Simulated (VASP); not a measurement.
Mg2ZnS3: single point with PBE

Crystal: Mg2ZnS3.

```
CELL_PARAMETERS angstrom
3.44250 0.00000 0.00000
0.00000 3.52679 0.00000
0.00000 0.00000 9.85582
ATOMIC_POSITIONS crystal
Mg 0.00000 0.00000 0.96924
Mg 0.00000 0.50000 0.63930
Zn 0.50000 0.00000 0.31725
S 0.50000 0.50000 0.85296
S 0.50000 0.50000 0.17456
S 0.50000 0.00000 0.54669
```

The cell was generated, and may not be a known phase.

```
Program             : VASP 6.6.1
Task                : single point
Functional          : PBE
Potentials or basis : VASP PAW PBE potentials, release 64 (Mg, Zn, S)
Cutoff              : 520 eV
k mesh              : 10 × 10 × 4
Occupations         : gaussian, width 0.01 eV
Spin                : no spin polarisation
```

- Pressure: -0.1 GPa
- Largest force: 0.030 eV/Å
- Band gap on the k mesh: 0.17 eV (least direct gap 0.47 eV)

Forces on the atoms (eV/Å):
```
Mg   0.000  0.000 -0.009
Mg   0.000  0.000  0.014
Zn   0.000  0.000  0.004
S    0.000  0.000 -0.007
S    0.000  0.000 -0.030
S    0.000  0.000  0.028
```

Stress tensor (GPa, compression positive):
```
-0.18  0.00  0.00
 0.00 -0.08  0.00
 0.00  0.00 -0.07
```

Levels at points of the mesh, in eV from the valence-band top:
| k point | band 15 | band 16 | band 17 | band 18 | band 19 | band 20 |
| --- | --- | --- | --- | --- | --- | --- |
| (0.00, 0.00, 0.00) | -1.36 | -1.24 | -0.62 | 0.53 | 2.77 | 2.79 |
| (0.50, 0.00, 0.00) | -0.89 | -0.84 | -0.80 | 1.25 | 1.68 | 3.24 |
| (0.00, 0.50, 0.00) | -1.20 | -1.13 | 0.00 | 0.47 | 4.13 | 4.27 |
| (0.50, 0.50, 0.00) | -2.75 | -2.74 | -1.58 | 0.47 | 0.99 | 1.19 |
| (0.00, 0.00, 0.50) | -1.46 | -1.02 | -0.56 | 1.39 | 2.04 | 3.04 |
| (0.50, 0.00, 0.50) | -1.56 | -1.20 | -0.57 | 0.34 | 3.42 | 3.93 |
| (0.00, 0.50, 0.50) | -1.20 | -1.13 | 0.00 | 1.44 | 2.80 | 2.95 |
| (0.50, 0.50, 0.50) | -3.04 | -2.83 | -1.08 | 0.16 | 1.32 | 1.70 |

It took 2.9 min on 1 thread of Intel(R) Xeon(R) 6975P-C (Granite Rapids), with other jobs on the host, peak memory 0.47 GiB.

Caveat: semilocal functionals underestimate gaps, and a narrow one can read as zero. A k mesh can miss the band edges.
